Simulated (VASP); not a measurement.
Here is a VASP 6.6.1 calculation.

Contents of POSCAR:

```
N
1.0
    3.5804202189      0.0000000000      0.0000000000
   -1.7902101095      3.1007348658      0.0000000000
    0.0000000000      0.0000000000      7.6415139778
N
4
Direct
    0.3333333333      0.6666666667      0.3215707895
    0.3333333333      0.6666666667      0.1784292105
    0.6666666667      0.3333333333      0.8215707895
    0.6666666667      0.3333333333      0.6784292105
```

The input INCAR.step1:

```
SYSTEM = N
ALGO = Normal
EDIFF = 1E-4
ENCUT = 520
GGA = PE
ISMEAR = 0
LASPH = .TRUE.
LCHARG = .FALSE.
LREAL = .FALSE.
LWAVE = .TRUE.
NBANDS = 18
NELM = 100
PREC = Accurate
SIGMA = 0.01
```

INCAR.step2

```
SYSTEM = N
ALGO = Normal
EDIFF = 1E-7
ENCUT = 520
ISIF = 2
ISMEAR = 0
ISTART = 1
LASPH = .TRUE.
LCHARG = .FALSE.
LMIXTAU = .TRUE.
LREAL = .FALSE.
LWAVE = .FALSE.
METAGGA = R2SCAN
NBANDS = 18
NELM = 100
PREC = Accurate
SIGMA = 0.01
```

KPOINTS

```
k-points
0
G
  6 6 4
  0 0 0
```

Potentials or basis: VASP PAW PBE potentials, release 64 (N).

Launch:

```sh
$ cat potpaw_PBE.64/N/POTCAR > POTCAR
$ cp INCAR.step1 INCAR
$ mpirun -np 1 vasp_std > vasp.out
$ cp INCAR.step2 INCAR
$ mpirun -np 1 vasp_std > vasp.out
```

(1) Estimate the band gap on the k mesh.

(2) Estimate the largest force.

(3) Predict the pressure.

Answers

(1) 7.70 eV, indirect (least direct gap 7.75 eV).

(2) 2.245 eV/Å.

(3) 3.1 GPa.

Caveat: the standard files for N, O and F lose accuracy on very short bonds; the PAW data sets were made with another functional, which shifts forces and pressure a little.
